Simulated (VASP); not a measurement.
Input of a VASP 6.6.1 run:

Contents of POSCAR:

```
Rh
1.0
    0.0000000000      1.8999666571      1.8999666571
    1.8999666571      0.0000000000      1.8999666571
    1.8999666571      1.8999666571      0.0000000000
Rh
1
Direct
    0.0000000000      0.0000000000      0.0000000000
```

File INCAR.step1:

```
  ALGO = Normal
  EDIFF = 1E-4
  ENCUT = 520
  GGA = PE
  ISMEAR = 0
  LASPH = True
  LCHARG = False
  LREAL = False
  LWAVE = True
  NBANDS = 14
  NELM = 100
  PREC = Accurate
  SIGMA = 0.1
```

The input INCAR.step2:

```
  ALGO = Normal
  EDIFF = 1E-7
  ENCUT = 520
  ISIF = 2
  ISMEAR = 0
  ISTART = 1
  LASPH = True
  LCHARG = True
  LELF = True
  LMIXTAU = True
  LREAL = False
  LVHAR = True
  LWAVE = False
  METAGGA = R2SCAN
  NBANDS = 14
  NELM = 100
  PREC = Accurate
  SIGMA = 0.1
```

Contents of KPOINTS:

```
k-points
0
Gamma
  24 24 24
```

Potentials or basis: VASP PAW PBE potentials, release 64 (Rh_pv).

Run with:

```console
$ cat potpaw_PBE.64/Rh_pv/POTCAR > POTCAR
$ cp INCAR.step1 INCAR
$ mpirun -np 1 vasp_std > vasp.out
$ cp INCAR.step2 INCAR
$ mpirun -np 1 vasp_std > vasp.out
```

**Question.** Predict the pressure.

**Answer.** 1.2 GPa.

Caveat: the PAW data sets were made with another functional, which shifts forces and pressure a little.
